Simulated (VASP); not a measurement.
**As: single point with LDA**

Slab: As, a slab with vacuum.

```xyz
2
Lattice="3.5760 0.0000 0.0000 -1.7880 3.0969 0.0000 0.0000 0.0000 28.0000" Properties=species:S:1:pos:R:3 pbc="T T T"
As    0.0000    2.0646   14.0000
As    1.7880    1.0323   14.0000
```

| Property | Result |
| --- | --- |
| Program | VASP 6.6.1 |
| Task | single point |
| Functional | LDA |
| Potentials or basis | VASP PAW LDA potentials, release 64 (As) |
| Cutoff | 520 eV |
| k mesh | 9 × 9 × 1 |
| Occupations | gaussian, width 0.02 eV |
| Spin | no spin polarisation |
| Dipole correction | yes |
| Further INCAR settings | ALGO = Normal; EDIFF = 1e-07; NBANDS = 12 |

The band gap on the k mesh is zero (band 5 reaches -2.65 eV, above the bottom of band 6 at -3.57 eV).

Levels at points of the mesh, in eV from the Fermi level:
```csv
k point,band 1,band 2,band 3,band 4,band 5,band 6,band 7,band 8,band 9,band 10
"(0.00, 0.00, 0.00)",-17.63,-6.04,-4.76,-4.76,-2.00,1.49,1.49,2.30,3.87,4.22
```

Run time: 61 s on 1 thread of Intel(R) Xeon(R) Platinum 8488C (Sapphire Rapids) (shared host), peak memory 0.31 GiB.
